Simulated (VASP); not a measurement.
A run of VASP 6.6.1:

File POSCAR:

```
La
1.0
    3.7500000000      0.0000000000      0.0000000000
   -1.8750000000      3.2475952642      0.0000000000
    0.0000000000      0.0000000000      6.0700000000
La
2
Direct
    0.6666666667      0.3333333333      0.7500000000
    0.3333333333      0.6666666667      0.2500000000
```

Contents of INCAR.step1:

```
  ALGO = Normal
  EDIFF = 1E-4
  ENCUT = 520
  GGA = PE
  ISMEAR = -1
  LASPH = True
  LCHARG = False
  LREAL = False
  LWAVE = True
  NBANDS = 18
  NELM = 60
  PREC = Accurate
  SIGMA = 0.05
```

INCAR.step2

```
  ALGO = Normal
  EDIFF = 1E-7
  ENCUT = 520
  ISIF = 2
  ISMEAR = -1
  ISTART = 1
  LASPH = True
  LCHARG = False
  LMIXTAU = True
  LREAL = False
  LWAVE = False
  METAGGA = R2SCAN
  NBANDS = 18
  NELM = 60
  PREC = Accurate
  SIGMA = 0.05
```

File KPOINTS:

```
k-points
0
Gamma
  8 8 5
```

Potentials or basis: VASP PAW PBE potentials, release 64 (La).

The run is started by

```console
$ cat potpaw_PBE.64/La/POTCAR > POTCAR
$ cp INCAR.step1 INCAR
$ mpirun -np 1 vasp_std > vasp.out
$ cp INCAR.step2 INCAR
$ mpirun -np 1 vasp_std > vasp.out
```

Hardware: 1 thread of Intel(R) Xeon(R) 6975P-C (Granite Rapids), with other jobs on the host.

Problem. How long does it take, and how much memory?

Solution. It took 2.5 min on 1 thread of Intel(R) Xeon(R) 6975P-C (Granite Rapids), with other jobs on the host, peak memory 0.21 GiB. Counts: k points 30.
